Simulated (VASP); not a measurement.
# KZnF3 (P4/mmm) in VASP: further runs, part 2 of 2

VASP 6.6.1. The steps go on from the part before.

**3. Single point, PBE**

This run uses another cell than the first one, of the same volume but with other edges.

Contents of INCAR:

```
SYSTEM = KZnF3
ALGO = Normal ; EDIFF = 1E-6
ENCUT = 520 ; GGA = PE
ISIF = 2 ; ISMEAR = 0
LASPH = .TRUE. ; LCHARG = .FALSE.
LREAL = .FALSE. ; LWAVE = .FALSE.
NBANDS = 29 ; NELM = 60
PREC = Accurate ; SIGMA = 0.05
```

Contents of KPOINTS:

```
k-points
0
G
  6 6 6
  0 0 0
```

Contents of POSCAR:

```
KZnF3
1.0
    4.3997043004      0.0000000000      0.0000000000
    0.0000000000      4.3997043004      0.0000000000
    0.0000000000      0.0000000000      3.4317693543
K Zn F
1 1 3
Direct
    0.0000000000      0.0000000000      0.0000000000
    0.5000000000      0.5000000000      0.5000000000
    0.5000000000      0.5000000000      0.0000000000
    0.0000000000      0.5000000000      0.5000000000
    0.5000000000      0.0000000000      0.5000000000
```

Potentials or basis: VASP PAW PBE potentials, release 64 (K_sv, Zn, F).

Run with:

```sh
$ cat potpaw_PBE.64/K_sv/POTCAR potpaw_PBE.64/Zn/POTCAR potpaw_PBE.64/F/POTCAR > POTCAR
$ mpirun -np 1 vasp_std > vasp.out
```

OUTCAR:

```text
SYSTEM = KZnF3
   EDIFF = 1E-6
   ENCUT = 520
   GGA = PE
   ISIF = 2
   ISMEAR = 0
   LASPH = .TRUE.
   LREAL = .FALSE.
   NELM = 60
   PREC = Accurate

 ion  position               nearest neighbor table
   1  0.000  0.000  0.000-   4 2.79   5 2.79   4 2.79   5 2.79   4 2.79   4 2.79   5 2.79   5 2.79

   2  0.500  0.500  0.500-   3 1.72   3 1.72   5 2.20   4 2.20   5 2.20   4 2.20
   3  0.500  0.500  0.000-   2 1.72   2 1.72
   4  0.000  0.500  0.500-   2 2.20   2 2.20   1 2.79   1 2.79   1 2.79   1 2.79
   5  0.500  0.000  0.500-   2 2.20   2 2.20   1 2.79   1 2.79   1 2.79   1 2.79

  LATTYP: Found a simple tetragonal cell.
 ALAT       =     4.3997043004
 C/A-ratio  =     0.7800000000

  Lattice vectors:

 A1 = (   4.3997043004,   0.0000000000,   0.0000000000)
 A2 = (   0.0000000000,   4.3997043004,   0.0000000000)
 A3 = (   0.0000000000,   0.0000000000,   3.4317693543)

Analysis of symmetry for initial positions (statically):
=====================================================================
 Subroutine PRICEL returns:
 Original cell was already a primitive cell.

 Routine SETGRP: Setting up the symmetry group for a
 simple tetragonal supercell.

 Subroutine GETGRP returns: Found 16 space group operations
 (whereof 16 operations were pure point group operations)
 out of a pool of 16 trial point group operations.

The static configuration has the point symmetry D_4h.

Analysis of symmetry for dynamics (positions and initial velocities):
=====================================================================
 Subroutine PRICEL returns:
 Original cell was already a primitive cell.

 Routine SETGRP: Setting up the symmetry group for a
 simple tetragonal supercell.

 Subroutine GETGRP returns: Found 16 space group operations
 (whereof 16 operations were pure point group operations)
 out of a pool of 16 trial point group operations.

The dynamic configuration has the point symmetry D_4h.

[... 125 lines left out ...]
  volume/ion in A,a.u.               =      13.29        89.66
  Fermi-wavevector in a.u.,A,eV,Ry     =   1.405086  2.655228 26.861528  1.974267
  Thomas-Fermi vector in A             =   2.527583
   LORBIT       =      0    0 simple, 1 ext, 2 COOP (PROOUT), +10 PAW based schemes
   GGA     = PE    functional components
   LHFCALC =     F    Hartree Fock is set to
   AEXX    =    0.0000 exact exchange contribution
   IVDW    =     0    specifies the selected vdW correction
   LEPSILON=     F    determine dielectric tensor
   LRPA    =     F    only Hartree local field effects (RPA)
 non-spin polarized calculation
 Gauss-broadening in eV      SIGMA  =   0.05
  energy-cutoff  :      520.00
  volume of cell :       66.43
 maximum number of plane-waves:      1816
 NGX is ok and might be reduce to    36

 number of electron      41.9999952 magnetization

 Free energy of the ion-electron system (eV)
  ---------------------------------------------------
  ext. energy  EPLUGINS =         0.00000000
  ---------------------------------------------------
  free energy    TOTEN  =       -19.15659453 eV

  energy without entropy =      -19.15659453  energy(sigma->0) =      -19.15659453

 E-fermi :   0.0901     XC(G=0):  -9.8607

 val. band max:       -0.1659124357   @ k =   0.5000   0.5000   0.5000
 cond. band min:       3.3669222973   @ k =   0.0000   0.0000   0.0000
 fundamental gap:      3.5328347330
 Fermi energy:         0.0901359727

 k-point     1 :       0.0000    0.0000    0.0000
  band No.  band energies     occupation
      1     -27.8642      2.00000
      2     -24.1974      2.00000
      3     -21.2506      2.00000
      4     -21.0932      2.00000
      5     -11.3993      2.00000
      6     -11.3993      2.00000
[... 757 lines left out ...]
     28      11.0986      0.00000
     29      11.5992      0.00000

 [... further k-points ...]

------------------------ aborting loop because EDIFF is reached ----------------------------------------

  FORCE on cell =-STRESS in cart. coord.  units (eV):
  Direction    XX          YY          ZZ          XY          YZ          ZX
  --------------------------------------------------------------------------------------
  -------------------------------------------------------------------------------------
  Total        0.1227435      0.1227435     16.0175032      0.0000000      0.0000000      0.0000000
  in kB        2.9603560      2.9603560    386.3138975      0.0000000      0.0000000      0.0000000
  external PRESSURE =     130.7448698 kB  Pullay stress =       0.0000000 kB

 VOLUME and BASIS-vectors are now :
 -----------------------------------------------------------------------------
  energy-cutoff  :      520.00
  volume of cell :       66.43
      direct lattice vectors                 reciprocal lattice vectors
     4.399704300  0.000000000  0.000000000     0.227288002  0.000000000  0.000000000
     0.000000000  4.399704300  0.000000000     0.000000000  0.227288002  0.000000000
     0.000000000  0.000000000  3.431769354     0.000000000  0.000000000  0.291394874

 POSITION                                       TOTAL-FORCE (eV/Angst)
 -----------------------------------------------------------------------------------
      0.00000      0.00000      0.00000         0.000000      0.000000      0.000000
      2.19985      2.19985      1.71588         0.000000      0.000000      0.000000
      2.19985      2.19985      0.00000         0.000000      0.000000      0.000000
      0.00000      2.19985      1.71588         0.000000      0.000000      0.000000
      2.19985      0.00000      1.71588         0.000000      0.000000      0.000000
 -----------------------------------------------------------------------------------
    total drift:                                0.000000      0.000000      0.000000

  FREE ENERGIE OF THE ION-ELECTRON SYSTEM (eV)
  ---------------------------------------------------
  free  energy   TOTEN  =       -19.1565945281 eV

  energy  without entropy=      -19.1565945281  energy(sigma->0) =      -19.15659453
```

Run time: 1.9 min. Hardware: 1 thread of Intel Xeon 8259CL, shared host; peak memory 0.23 GiB.

What came out:

```
Free energy            : -19.1566 eV
Pressure               : 13.1 GPa
Band gap on the k mesh : 3.53 eV (least direct gap 5.48 eV)
```

Stress tensor (GPa, compression positive):
```
 0.30  0.00  0.00
 0.00  0.30  0.00
 0.00  0.00 38.63
```

Levels at points of the mesh, in eV from the valence-band top:
| k point | band 19 | band 20 | band 21 | band 22 | band 23 | band 24 |
| --- | --- | --- | --- | --- | --- | --- |
| (0.00, 0.00, 0.00) | -2.09 | -1.99 | -1.95 | 3.53 | 7.64 | 8.76 |
| (0.50, 0.00, 0.00) | -2.06 | -2.04 | -1.87 | 5.75 | 7.27 | 8.55 |
| (0.50, 0.50, 0.00) | -1.96 | -1.96 | -1.18 | 7.00 | 8.62 | 8.85 |
| (0.00, 0.00, 0.50) | -2.27 | -2.27 | -2.11 | 7.48 | 8.61 | 10.02 |
| (0.50, 0.00, 0.50) | -2.30 | -2.06 | -0.33 | 8.01 | 9.12 | 10.11 |
| (0.50, 0.50, 0.50) | -1.87 | -1.16 | 0.00 | 7.46 | 7.46 | 8.20 |

Caveat: the cell stands under pressure. A k mesh can miss the band edges.
